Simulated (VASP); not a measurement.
H11C2NO4, 18 atoms in the cell. The cell holds an amorphous packing of atoms, 18 atoms: a = 5.915 Å, b = 5.915 Å, c = 5.915 Å, α = 90.00°, β = 90.00°, γ = 90.00°. 

* Program: VASP 6.6.1
* Task: single point
* Functional: PBE
* Potentials or basis: VASP PAW PBE potentials, release 64 (O, H, C, N)
* Cutoff: 520 eV
* k mesh: 1 × 1 × 1
* Occupations: fermi-dirac, width 0.02 eV
* Spin: no spin polarisation
* Dipole correction: no
* Further INCAR settings: LREAL = Auto; ALGO = Normal; EDIFF = 1e-06; NBANDS = 39

Potentials or basis: VASP PAW PBE potentials, release 64 (O, H, C, N).

Launch:

```bash
$ cat potpaw_PBE.64/O/POTCAR potpaw_PBE.64/H/POTCAR potpaw_PBE.64/C/POTCAR potpaw_PBE.64/N/POTCAR > POTCAR
$ mpirun -np 1 vasp_gam > vasp.out
```

Hardware: 1 thread of Intel(R) Xeon(R) Platinum 8488C (Sapphire Rapids) (shared host).

Q: Estimate the wall time of this run.

A: Run time: 20 s on 1 thread of Intel(R) Xeon(R) Platinum 8488C (Sapphire Rapids) (shared host), peak memory 0.31 GiB. Counts: scf iterations 15, k points 1.
